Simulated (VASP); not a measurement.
Here is a VASP 6.6.1 calculation.

Contents of INCAR:

```
  ALGO = Normal
  EDIFF = 1E-6
  ENCUT = 600
  GGA = PE
  GGA_COMPAT = False
  ISIF = 2
  ISMEAR = 0
  LASPH = True
  LCHARG = True
  LNONCOLLINEAR = True
  LORBIT = 11
  LORBMOM = True
  LREAL = False
  LSORBIT = True
  LVHAR = True
  LWAVE = False
  MAGMOM = 0 0 0 0 0 0 0 0 0 0 0 0
  NBANDS = 50
  NELM = 200
  PREC = Accurate
  SIGMA = 0.02
```

File KPOINTS:

```
k-points
0
Gamma
  8 6 8
```

File POSCAR:

```
GaN
1.0
    3.2162589253      0.0000000000      0.0000000000
    0.0000000000      4.5484769922      0.0000000000
    0.0000000000      0.0000000000      3.2162589253
Ga N
2 2
Direct
    0.0000000000      0.0000000000      0.0000000000
    0.5000000000      0.5000000000      0.5000000000
    0.0000000000      0.2500000000      0.5000000000
    0.5000000000      0.7500000000      0.0000000000
```

Potentials or basis: VASP PAW PBE potentials, release 64 (Ga_d, N).

Command:

```bash
$ cat potpaw_PBE.64/Ga_d/POTCAR potpaw_PBE.64/N/POTCAR > POTCAR
$ mpirun -np 1 vasp_ncl > vasp.out
```

Question: Predict the net moment.

Answer: 0.00 μB per cell.

Question: Estimate the pressure.

Answer: 0.0 GPa.

Moments on the atoms (μB; x, y, z):
```
Ga  0.00 0.00 0.00
Ga  0.00 0.00 0.00
N   0.00 0.00 0.00
N   0.00 0.00 0.00
```
